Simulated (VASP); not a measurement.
Here is a VASP 6.6.1 calculation.

INCAR

```
PREC = Accurate
ENCUT = 500
EDIFF = 1E-6
ISMEAR = -1
SIGMA = 0.1
LREAL = False
LASPH = True
NELM = 120
ALGO = Normal
ISIF = 2
LWAVE = False
LCHARG = False
GGA = PE
NBANDS = 11
GGA_COMPAT = False
```

KPOINTS

```
regular mesh
0
Gamma
  8 8 8
```

File POSCAR:

```
Pd
1.0
    0.0000000000      1.9705950404      1.9705950404
    1.9705950404      0.0000000000      1.9705950404
    1.9705950404      1.9705950404      0.0000000000
Pd
1
Direct
    0.0000000000      0.0000000000      0.0000000000
```

Potentials or basis: VASP PAW PBE potentials, release 64 (Pd).

Command:

```sh
$ cat potpaw_PBE.64/Pd/POTCAR > POTCAR
$ mpirun -np 1 vasp_std > vasp.out
```

Task: Estimate the band gap on the k mesh.

Result: Zero (band 5 reaches 9.47 eV, above the bottom of band 6 at 7.97 eV).

Task: What does it give for the pressure?

Result: 0.9 GPa.
